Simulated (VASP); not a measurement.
# Mg (Im-3m) in VASP: further runs

The runs below take Mg through single point, with PBEsol.

Program: VASP 6.6.1. These are calculated values, not measurements. Logs are shortened: lines on timing, memory, paths and dates and some standing lists are left out, and cuts for length are marked.

## 1. The cell of the first run

The structure is cubic, space group Im-3m (No. 229). Conventional cell: a = 2.963 Å, b = 2.963 Å, c = 2.963 Å, α = 90.00°, β = 90.00°, γ = 90.00°. Within 3.4 Å of Mg (site symmetry m-3m) lie 14 Mg at 2.57 to 2.96 Å.

## 2. Single point, PBEsol (volume scaled by 1.01)

INCAR

```
SYSTEM = Mg
ALGO = Normal
EDIFF = 1E-6
ENCUT = 520
GGA = PS
ISIF = 2
ISMEAR = -1
LASPH = .True.
LCHARG = .False.
LREAL = .False.
LWAVE = .False.
NBANDS = 7
NELM = 100
PREC = Accurate
SIGMA = 0.05
```

KPOINTS

```
k-points
0
Gamma
  16 16 16
  0 0 0
```

POSCAR

```
Mg
1.0
   -1.4814053516      1.4814053516      1.4814053516
    1.4814053516     -1.4814053516      1.4814053516
    1.4814053516      1.4814053516     -1.4814053516
Mg
1
Direct
    0.0000000000      0.0000000000      0.0000000000
```

Potentials or basis: VASP PAW PBE potentials, release 64 (Mg).

The run is started by

```
cat potpaw_PBE.64/Mg/POTCAR > POTCAR
mpirun -np 1 vasp_std > vasp.out
```

OUTCAR:

```text
SYSTEM = Mg
   EDIFF = 1E-6
   ENCUT = 520
   GGA = PS
   ISIF = 2
   ISMEAR = -1
   LASPH = .True.
   LREAL = .False.
   NELM = 100
   PREC = Accurate

 ion  position               nearest neighbor table
   1  0.000  0.000  0.000-

  LATTYP: Found a body centered cubic cell.
 ALAT       =     2.9628107032

  Lattice vectors:

 A1 = (  -1.4814053516,   1.4814053516,   1.4814053516)
 A2 = (   1.4814053516,  -1.4814053516,   1.4814053516)
 A3 = (   1.4814053516,   1.4814053516,  -1.4814053516)

Analysis of symmetry for initial positions (statically):
=====================================================================
 Subroutine PRICEL returns:
 Original cell was already a primitive cell.

 Routine SETGRP: Setting up the symmetry group for a
 body centered cubic supercell.

 Subroutine GETGRP returns: Found 48 space group operations
 (whereof 48 operations were pure point group operations)
 out of a pool of 48 trial point group operations.

The static configuration has the point symmetry O_h .

Analysis of symmetry for dynamics (positions and initial velocities):
=====================================================================
 Subroutine PRICEL returns:
 Original cell was already a primitive cell.

 Routine SETGRP: Setting up the symmetry group for a
 body centered cubic supercell.

 Subroutine GETGRP returns: Found 48 space group operations
 (whereof 48 operations were pure point group operations)
 out of a pool of 48 trial point group operations.

The dynamic configuration has the point symmetry O_h .

 Subroutine INISYM returns: Found 48 space group operations
 (whereof 48 operations are pure point group operations),
 and found     1 'primitive' translations

----------------------------------------------------------------------------------------

                                     Primitive cell

  volume of cell :      13.0041

  direct lattice vectors                    reciprocal lattice vectors
    -1.481405352  1.481405352  1.481405352     0.000000000  0.337517344  0.337517344
     1.481405352 -1.481405352  1.481405352     0.337517344  0.000000000  0.337517344
     1.481405352  1.481405352 -1.481405352     0.337517344  0.337517344  0.000000000

  length of vectors
     2.565869336  2.565869336  2.565869336     0.477321606  0.477321606  0.477321606

  position of ions in fractional coordinates (direct lattice)
     0.000000000  0.000000000  0.000000000

  ion indices of the primitive-cell ions
   primitive index   ion index
                 1           1

----------------------------------------------------------------------------------------

 KPOINTS: k-points

Automatic generation of k-mesh.
 Grid dimensions read from file:
 generate k-points for:   16   16   16

 Generating k-lattice:

  Cartesian coordinates                     Fractional coordinates (reciprocal lattice)
     0.000000000  0.021094834  0.021094834     0.062500000  0.000000000  0.000000000
     0.021094834  0.000000000  0.021094834     0.000000000  0.062500000  0.000000000
     0.021094834  0.021094834  0.000000000     0.000000000  0.000000000  0.062500000

  Length of vectors
     0.029832600  0.029832600  0.029832600

  Shift w.r.t. Gamma in fractional coordinates (k-lattice)
     0.000000000  0.000000000  0.000000000

 Subroutine IBZKPT returns following result:
 ===========================================

 Found    145 irreducible k-points:

 Following reciprocal coordinates:
            Coordinates               Weight
  0.000000  0.000000  0.000000      1.000000
  0.062500  0.000000  0.000000     12.000000
  0.125000  0.000000  0.000000     12.000000
  0.187500  0.000000  0.000000     12.000000
  0.250000  0.000000  0.000000     12.000000
  0.312500  0.000000  0.000000     12.000000
[... 16 lines left out ...]
  0.187500  0.187500  0.000000     24.000000
  0.250000  0.187500  0.000000     48.000000
 [... further k-points ...]
   k-points           NKPTS =    145   k-points in BZ     NKDIM =    145   number of bands    NBANDS=      7
   number of dos      NEDOS =    301   number of ions     NIONS =      1
   total plane-waves  NPLWV =   8000
   dimension x,y,z NGX =    20 NGY =   20 NGZ =   20
   dimension x,y,z NGXF=    40 NGYF=   40 NGZF=   40
   ions per type =               1
   NGX,Y,Z   is equivalent  to a cutoff of  12.96, 12.96, 12.96 a.u.
   NGXF,Y,Z  is equivalent  to a cutoff of  25.92, 25.92, 25.92 a.u.
 SYSTEM =  Mg
   PREC   = accura    normal or accurate (medium, high low for compatibility)
   ISTART =      0    job   : 0-new  1-cont  2-samecut
   ICHARG =      2    charge: 1-file 2-atom 10-const
   ISPIN  =      1    spin polarized calculation?
   LNONCOLLINEAR =      F non collinear calculations
   LSORBIT =      F    spin-orbit coupling
   LASPH  =      T    aspherical Exc in radial PAW
   ENCUT  =  520.0 eV  38.22 Ry    6.18 a.u.   4.77  4.77  4.77*2*pi/ulx,y,z
   NELM   =    100;   NELMIN=  2; NELMDL= -5     # of ELM steps
   EDIFF  = 0.1E-05   stopping-criterion for ELM
   LREAL  =      F    real-space projection
   EDIFFG = 0.1E-04   stopping-criterion for IOM
   NSW    =      0    number of steps for IOM
   IBRION =     -1    ionic relax: 0-MD 1-quasi-New 2-CG
   NFREE  =      0    steps in history (QN), initial steepest desc. (CG)
   ISIF   =      2    stress and relaxation
   ISYM   =      2    0-nonsym 1-usesym 2-fastsym
   POTIM  = 0.5000    time-step for ionic-motion
   TEBEG  =    0.0;   TEEND  =   0.0 temperature during run
   PSTRESS=    0.0 pullay stress
   NELECT =       2.0000    total number of electrons
   NUPDOWN=      -1.0000    fix difference up-down
   EMIN   =  10.00;   EMAX   =-10.00  energy-range for DOS
   EFERMI =   0.00;   METHOD = LEGACY
   ISMEAR =    -1;   SIGMA  =   0.05  broadening in eV -4-tet -1-fermi 0-gaus
   EFERMI_NEDOS =   21; number of points for ismear=-14 and -15
   IALGO  =     38    algorithm
   IMIX   =      4    mixing-type and parameters
     AMIX     =   0.40;   BMIX     =  1.00
     AMIX_MAG =   1.60;   BMIX_MAG =  1.00
  volume/ion in A,a.u.               =      13.00        87.76
  Fermi-wavevector in a.u.,A,eV,Ry     =   0.877117  1.657511 10.467431  0.769334
  Thomas-Fermi vector in A             =   1.997021
   LORBIT       =      0    0 simple, 1 ext, 2 COOP (PROOUT), +10 PAW based schemes
   GGA     = PS    functional components
   LHFCALC =     F    Hartree Fock is set to
   AEXX    =    0.0000 exact exchange contribution
   IVDW    =     0    specifies the selected vdW correction
   LEPSILON=     F    determine dielectric tensor
   LRPA    =     F    only Hartree local field effects (RPA)
 non-spin polarized calculation
  energy-cutoff  :      520.00
  volume of cell :       13.00
 maximum number of plane-waves:       370
   NGX =  9   NGY =  9   NGZ =  9

 number of electron       2.0000000 magnetization

 Free energy of the ion-electron system (eV)
  ---------------------------------------------------
  ext. energy  EPLUGINS =         0.00000000
  ---------------------------------------------------
  free energy    TOTEN  =        -0.58553983 eV

  energy without entropy =       -0.58320077  energy(sigma->0) =       -0.58437030

 E-fermi :   6.4009     XC(G=0): -10.5371

 val. band max:        6.3566911570   @ k =   0.3750   0.1250   0.1250
 cond. band min:       6.4436685883   @ k =   0.3750   0.1875   0.0625
 fundamental gap:      0.0869774313
 Fermi energy:         6.4009429669

 k-point     1 :       0.0000    0.0000    0.0000
  band No.  band energies     occupation
      1      -3.3652      2.00000
      2      23.7362      0.00000
      3      23.7362      0.00000
      4      23.7362      0.00000
      5      26.4939      0.00000
      6      26.4939      0.00000
      7      28.2606      0.00000

 k-point     2 :       0.0625    0.0000    0.0000
  band No.  band energies     occupation
      1      -3.2298      2.00000
      2      22.4735      0.00000
      3      23.0139      0.00000
      4      23.5772      0.00000
      5      25.4474      0.00000
      6      25.6464      0.00000
      7      29.1549      0.00000

 k-point     3 :       0.1250    0.0000    0.0000
  band No.  band energies     occupation
      1      -2.8259      2.00000
      2      19.6906      0.00000
      3      21.6807      0.00000
      4      23.1834      0.00000
      5      24.4370      0.00000
      6      25.2160      0.00000
      7      30.2110      0.00000

 k-point     4 :       0.1875    0.0000    0.0000
  band No.  band energies     occupation
      1      -2.1595      2.00000
      2      16.7924      0.00000
      3      20.3756      0.00000
      4      22.7055      0.00000
      5      23.3674      0.00000
      6      25.1331      0.00000
      7      30.5801      0.00000

 k-point     5 :       0.2500    0.0000    0.0000
  band No.  band energies     occupation
      1      -1.2406      2.00000
      2      14.0351      0.00000
      3      19.2559      0.00000
      4      22.2498      0.00000
      5      22.4925      0.00000
      6      24.9050      0.00000
      7      30.9400      0.00000

 k-point     6 :       0.3125    0.0000    0.0000
  band No.  band energies     occupation
      1      -0.0826      2.00000
      2      11.4614      0.00000
      3      18.3669      0.00000
      4      21.8192      0.00000
      5      21.8707      0.00000
      6      24.5319      0.00000
      7      31.6888      0.00000

 k-point     7 :       0.3750    0.0000    0.0000
  band No.  band energies     occupation
      1       1.2954      2.00000
      2       9.0846      0.00000
      3      17.7254      0.00000
      4      21.3442      0.00000
      5      21.5919      0.00000
      6      24.1425      0.00000
      7      32.1308      0.00000

 k-point     8 :       0.4375    0.0000    0.0000
  band No.  band energies     occupation
      1       2.8520      2.00000
      2       6.9350      0.00005
      3      17.3384      0.00000
      4      21.0620      0.00000
      5      21.4226      0.00000
      6      23.8605      0.00000
      7      32.4853      0.00000

 k-point     9 :       0.5000    0.0000    0.0000
  band No.  band energies     occupation
      1       4.1009      2.00000
      2       5.4897      2.00000
      3      17.2091      0.00000
      4      20.9685      0.00000
      5      21.3660      0.00000
      6      23.7589      0.00000
      7      32.6267      0.00000

 k-point    10 :       0.0625    0.0625    0.0000
  band No.  band energies     occupation
      1      -2.9602      2.00000
      2      20.8499      0.00000
      3      21.4189      0.00000
      4      23.2959      0.00000
      5      24.6508      0.00000
      6      25.9278      0.00000
      7      29.2822      0.00000

 k-point    11 :       0.1250    0.0625    0.0000
  band No.  band energies     occupation
      1      -2.4251      2.00000
      2      18.1857      0.00000
      3      19.9482      0.00000
      4      22.7760      0.00000
      5      24.1057      0.00000
      6      25.8465      0.00000
      7      29.9113      0.00000
[... 51 lines left out ...]
 k-point    17 :       0.1250    0.1250    0.0000
  band No.  band energies     occupation
      1      -1.7638      2.00000
      2      16.4066      0.00000
      3      17.8477      0.00000
      4      22.1240      0.00000
      5      24.0078      0.00000
      6      26.4415      0.00000
      7      30.3451      0.00000

 k-point    18 :       0.1875    0.1250    0.0000
  band No.  band energies     occupation
      1      -0.8519      2.00000
      2      14.0797      0.00000
      3      16.4944      0.00000
      4      21.4548      0.00000
      5      23.7489      0.00000
      6      26.7473      0.00000
      7      29.9459      0.00000

 k-point    19 :       0.2500    0.1250    0.0000
  band No.  band energies     occupation
      1       0.2971      2.00000
      2      11.6571      0.00000
      3      15.5923      0.00000
      4      20.8718      0.00000
      5      23.3611      0.00000
      6      27.0399      0.00000
      7      29.7013      0.00000

 k-point    20 :       0.3125    0.1250    0.0000
  band No.  band energies     occupation
      1       1.6634      2.00000
      2       9.3547      0.00000
      3      14.9734      0.00000
      4      20.4239      0.00000
      5      23.0010      0.00000
      6      27.1715      0.00000
      7      29.9163      0.00000

 k-point    21 :       0.3750    0.1250    0.0000
  band No.  band energies     occupation
      1       3.2034      2.00000
      2       7.2503      0.00000
      3      14.6065      0.00000
      4      20.1422      0.00000
      5      22.7615      0.00000
      6      27.1459      0.00000
      7      30.4085      0.00000

 k-point    22 :       0.4375    0.1250    0.0000
  band No.  band energies     occupation
      1       4.4272      2.00000
      2       5.8384      1.99997
      3      14.4847      0.00000
      4      20.0461      0.00000
      5      22.6788      0.00000
      6      27.1171      0.00000
      7      30.6762      0.00000

 k-point    23 :       0.1875    0.1875    0.0000
  band No.  band energies     occupation
      1       0.1706      2.00000
      2      12.5625      0.00000
      3      14.5951      0.00000
      4      20.7356      0.00000
      5      24.0230      0.00000
      6      27.1404      0.00000
      7      30.8621      0.00000

 k-point    24 :       0.2500    0.1875    0.0000
  band No.  band energies     occupation
      1       1.4182      2.00000
      2      10.6300      0.00000
      3      13.4542      0.00000
      4      20.1498      0.00000
      5      24.0823      0.00000
      6      27.5679      0.00000
      7      30.6966      0.00000

 [... further k-points ...]

------------------------ aborting loop because EDIFF is reached ----------------------------------------

  FORCE on cell =-STRESS in cart. coord.  units (eV):
  Direction    XX          YY          ZZ          XY          YZ          ZX
  --------------------------------------------------------------------------------------
  -------------------------------------------------------------------------------------
  Total        4.8017957      4.8017957      4.8017957     -0.0000000     -0.0000000      0.0000000
  in kB      591.6059574    591.6059574    591.6059574     -0.0000000     -0.0000000      0.0000000
  external PRESSURE =     591.6059574 kB  Pullay stress =       0.0000000 kB

 VOLUME and BASIS-vectors are now :
 -----------------------------------------------------------------------------
  energy-cutoff  :      520.00
  volume of cell :       13.00
      direct lattice vectors                 reciprocal lattice vectors
    -1.481405352  1.481405352  1.481405352     0.000000000  0.337517344  0.337517344
     1.481405352 -1.481405352  1.481405352     0.337517344  0.000000000  0.337517344
     1.481405352  1.481405352 -1.481405352     0.337517344  0.337517344  0.000000000

 POSITION                                       TOTAL-FORCE (eV/Angst)
 -----------------------------------------------------------------------------------
      0.00000      0.00000      0.00000        -0.000000      0.000000     -0.000000
 -----------------------------------------------------------------------------------
    total drift:                                0.000000     -0.000000     -0.000000

  FREE ENERGIE OF THE ION-ELECTRON SYSTEM (eV)
  ---------------------------------------------------
  free  energy   TOTEN  =        -0.5855398322 eV

  energy  without entropy=       -0.5832007692  energy(sigma->0) =       -0.58437030
```

Wall time 7.4 s (1 thread of Intel Xeon 6975P-C, shared host); peak memory 0.13 GiB.

Results:

```yaml
Free_energy: -0.5855 eV
Pressure: 59.2 GPa
Band_gap_on_the_k_mesh: zero (band 1 reaches 10.33 eV, above the bottom of band 2 at 5.49 eV)
```

Caveat: the PAW data sets were made with another functional, which shifts forces and pressure a little.

## 3. Single point, PBEsol (volume scaled by 1.04)

INCAR

```
  PREC = Accurate
  ENCUT = 520
  EDIFF = 1E-6
  ISMEAR = -1
  SIGMA = 0.05
  LREAL = F
  LASPH = T
  NELM = 60
  ALGO = Normal
  ISIF = 2
  LWAVE = F
  LCHARG = F
  GGA = PS
  NBANDS = 7
```

KPOINTS

```
Automatic mesh
0
Gamma
  16 16 16
```

POSCAR

```
Mg
1.0
   -1.4959298597      1.4959298597      1.4959298597
    1.4959298597     -1.4959298597      1.4959298597
    1.4959298597      1.4959298597     -1.4959298597
Mg
1
Direct
    0.0000000000      0.0000000000      0.0000000000
```

Potentials or basis: VASP PAW PBE potentials, release 64 (Mg).

The run is started by

```
cat potpaw_PBE.64/Mg/POTCAR > POTCAR
mpirun -np 1 vasp_std > vasp.out
```

It took 7.8 s on 1 thread of Intel Xeon 6975P-C, shared host; peak memory 0.13 GiB.

Results (log left out):

```
Free energy            : -0.7205 eV
Pressure               : 52.9 GPa
Band gap on the k mesh : zero (band 1 reaches 10.10 eV, above the bottom of band 2 at 5.25 eV)
```

Levels at points of the mesh, in eV from the Fermi level:
```
           k point  band 1  band 2  band 3  band 4  band 5
(0.00, 0.00, 0.00)   -9.61   17.09   17.09   17.09   19.80
(0.50, 0.00, 0.00)   -2.26   -0.91   10.69   14.31   14.60
(0.50, 0.50, 0.50)    3.94    3.94    5.97    5.97    5.97
```

Caveat: the PAW data sets were made with another functional, which shifts forces and pressure a little.

## 4. Single point, PBEsol (volume scaled by 1.02)

INCAR

```
PREC     = Accurate       # precision mode
ENCUT    = 520            # plane-wave cutoff, eV
EDIFF    = 1E-6           # SCF threshold, eV
ISMEAR   = -1             # smearing method
SIGMA    = 0.05           # smearing width, eV
LREAL    = False          # projectors in reciprocal space
LASPH    = True           # aspherical terms in the spheres
NELM     = 100            # most SCF steps
ALGO     = Normal         # electronic algorithm
ISIF     = 2              # what is computed and relaxed
LWAVE    = False          # write WAVECAR
LCHARG   = False          # write CHGCAR
GGA      = PS             # functional
NBANDS   = 7              # bands
```

KPOINTS

```
regular mesh
0
Gamma
  16 16 16
```

POSCAR

```
Mg
1.0
   -1.4862784307      1.4862784307      1.4862784307
    1.4862784307     -1.4862784307      1.4862784307
    1.4862784307      1.4862784307     -1.4862784307
Mg
1
Direct
    0.0000000000      0.0000000000      0.0000000000
```

The run is started by

```
cat potpaw_PBE.64/Mg/POTCAR > POTCAR
mpirun -np 1 vasp_std > vasp.out
```

It took 7.7 s on 1 thread of Intel Xeon 6975P-C, shared host; peak memory 0.13 GiB.

The run converged. Its results:

```
Free energy            : -0.6322 eV
Pressure               : 57.0 GPa
Band gap on the k mesh : zero (band 1 reaches 10.25 eV, above the bottom of band 2 at 5.41 eV)
```

Levels at points of the mesh, in eV from the Fermi level:
```csv
k point,band 1,band 2,band 3,band 4,band 5,band 6
"(0.00, 0.00, 0.00)",-9.71,17.25,17.25,17.25,19.99,19.99
"(0.50, 0.00, 0.00)",-2.29,-0.91,10.77,14.48,14.84,17.24
"(0.50, 0.50, 0.50)",3.93,3.93,6.07,6.07,6.07,15.32
```

Caveat: the PAW data sets were made with another functional, which shifts forces and pressure a little.

## 5. Summary

```tsv
cell	gap on the mesh (eV)	pressure (GPa)
a = 2.566 Å, angles 109.5°, 1 atom	none	59.2
a = 2.591 Å, angles 109.5°, 1 atom	none	52.9
a = 2.574 Å, angles 109.5°, 1 atom	none	57.0
```

Alike in all rows: task single point; level PBEsol; potentials or basis VASP PAW PBE potentials, release 64 (Mg); no spin polarisation; k mesh 16 × 16 × 16; cutoff (eV) 520; smearing fermi-dirac 0.05 eV.

Caveats: the PAW data sets were made with another functional, which shifts forces and pressure a little.

Absolute energies hang on the potentials; compare differences alone.
